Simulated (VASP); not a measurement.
TaN, 2 atoms in the cell. Symmetry: Fm-3m, No. 225, cubic system. Conventional cell: a = 4.443 Å, b = 4.443 Å, c = 4.443 Å, α = 90.00°, β = 90.00°, γ = 90.00°. Within 2.9 Å of Ta (site symmetry m-3m) lie 6 N at 2.22 Å. N (site symmetry m-3m) has 6 Ta at 2.22 Å within 2.9 Å. 

```yaml
Program: VASP 6.6.1
Task: single point
Functional: PBE
Dispersion: D3(BJ)
Potentials_or_basis: VASP PAW PBE potentials, release 64 (Ta_pv, N)
Cutoff: 520 eV
k_mesh: 9 × 9 × 9
Occupations: fermi-dirac, width 0.1 eV
Spin: no spin polarisation
Dipole_correction: no
Further_INCAR_settings: ALGO = Normal; EDIFF = 1e-06; NBANDS = 15
```

Potentials or basis: VASP PAW PBE potentials, release 64 (Ta_pv, N).

Command:

```sh
$ cat potpaw_PBE.64/Ta_pv/POTCAR potpaw_PBE.64/N/POTCAR > POTCAR
$ mpirun -np 1 vasp_std > vasp.out
```

Hardware: 1 thread of Intel(R) Xeon(R) Platinum 8488C (Sapphire Rapids), on a shared host.

Problem. How long does it take, and how much memory?

Solution. Wall time 13 s on 1 thread of Intel(R) Xeon(R) Platinum 8488C (Sapphire Rapids) (shared host), peak memory 0.15 GiB. Counts: scf iterations 12, k points 35.
